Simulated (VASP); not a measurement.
Set up this calculation in VASP 6.6.1, as the native input.

```
Task                   : single point
Functional             : PBEsol
Potentials or basis    : VASP PAW PBE potentials, release 64 (W_sv)
Cutoff                 : 520 eV
k mesh                 : 5 × 3 × 3
Occupations            : methfessel-paxton, width 0.1 eV
Spin                   : no spin polarisation
Dipole correction      : no
Further INCAR settings : ALGO = Normal; EDIFF = 1e-06; NBANDS = 36
```

The structure of W lies in POSCAR:

```
W
1.0
    2.8096620000      0.0000000000      0.0000000000
    0.0000000000      4.8638700000      0.0000000000
    0.0000000000      0.0000000000      4.9236950000
W
4
Direct
    0.7931720008      0.5631570005      0.2500000000
    0.2068279992      0.0631570005      0.2500000000
    0.2068279992      0.4368429995      0.7500000000
    0.7931720008      0.9368429995      0.7500000000
```

These files were run (other wordings do the same):

INCAR

```
PREC = Accurate
ENCUT = 520
EDIFF = 1E-6
ISMEAR = 1
SIGMA = 0.1
LREAL = F
LASPH = T
NELM = 100
ALGO = Normal
ISIF = 2
LWAVE = F
LCHARG = T
GGA = PS
LELF = T
LVHAR = T
NBANDS = 36
```

KPOINTS

```
Automatic mesh
0
Gamma
  5 3 3
```

Potentials or basis: VASP PAW PBE potentials, release 64 (W_sv).

Run with:

```bash
$ cat potpaw_PBE.64/W_sv/POTCAR > POTCAR
$ mpirun -np 1 vasp_std > vasp.out
```

Results of the run:

```json
{
 "Pressure": "-9.8 GPa",
 "Largest force": "0.552 eV/Å",
 "Band gap on the k mesh": "zero (band 28 reaches 10.32 eV, above the bottom of band 29 at 9.84 eV)"
}
```

Caveat: the k points lie up to 0.45 Å⁻¹ apart; the PAW data sets were made with another functional, which shifts forces and pressure a little; spin-orbit coupling is left out, which moves the levels of the heavy elements.

Wall time 24 s on 1 thread of Intel(R) Xeon(R) Platinum 8488C (Sapphire Rapids), on a shared host, peak memory 0.18 GiB.
